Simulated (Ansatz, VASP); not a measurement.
**Two plane-wave programs on BiTe**

The input INCAR:

```
SYSTEM = BiTe
PREC = Accurate
ENCUT = 520
EDIFF = 1E-6
ISMEAR = 0
SIGMA = 0.15
LREAL = .FALSE.
LASPH = .TRUE.
NELM = 100
ALGO = Normal
ISIF = 2
LWAVE = .FALSE.
LCHARG = .FALSE.
GGA = PE
NBANDS = 18
```

File KPOINTS:

```
regular mesh
0
G
  12 12 12
  0 0 0
```

Contents of POSCAR:

```
BiTe
1.0
    2.4227077728      1.3987509848      3.3172919545
   -2.4227077728      1.3987509848      3.3172919545
    0.0000000000     -2.7975019696      3.3172919545
Bi Te
1 1
Direct
    0.6152231473      0.5000000000      0.5000000000
    0.0000000000      0.0000000000      0.0000000000
```

Input for Ansatz:

```yaml
crystal:
  lattice:
    - [2.4227077728, 1.3987509848, 3.3172919545]
    - [-2.4227077728, 1.3987509848, 3.3172919545]
    - [0.0, -2.7975019696, 3.3172919545]
  atoms:
    - { symbol: Bi, position: [0.6152231473, 0.5, 0.5] }
    - { symbol: Te, position: [0.0, 0.0, 0.0] }
basis:
  ecutwfc: 420
kpoints:
  mp_grid: { grid: [12, 12, 12] }
hamiltonian:
  xc: pbe
scf:
  occupations: { method: gaussian, width: 0.15 }
output:
  forces: true
  stress: true
  eigenvalues: true
```

Change from the starting cell: all Bi atoms moved -0.500 Å, as atom 1 towards its neighbour atom 1 (Bi) at 4.339 Å.

Alike in both runs: task single point; functional PBE; k mesh 12 × 12 × 12; occupations gaussian, width 0.15 eV; no spin polarisation.

```csv
,VASP,Ansatz
version,VASP 6.6.1,Ansatz 0.2.0
potentials or method,"VASP PAW PBE potentials, release 64 (Bi_d, Te), cutoff 520 eV","scalar-relativistic, plane waves, PAW"
valence electrons in the cell,21,31
```

```csv
,VASP,Ansatz,Ansatz less VASP
gap on the k mesh at the Fermi level (eV),none,none,-
pressure (GPa),3.4,3.4,+0.05
"traceless stress, the component that is largest in VASP (GPa)",-2.25,-2.23,+0.015
rms of the force components (eV/Å),0.574,0.572,-0.0024
```

Atom by atom the forces differ by 0.002 eV/Å (rms over components). A gap of «none» marks a metal or a gap that the smearing closes. The functional is the same, so the differences come from potentials, cutoffs and numerics. VASP's potentials hold 21 valence electrons a cell and Ansatz's 31, so a difference there can come from the potentials and not from the codes.

Spin-orbit coupling is off throughout.
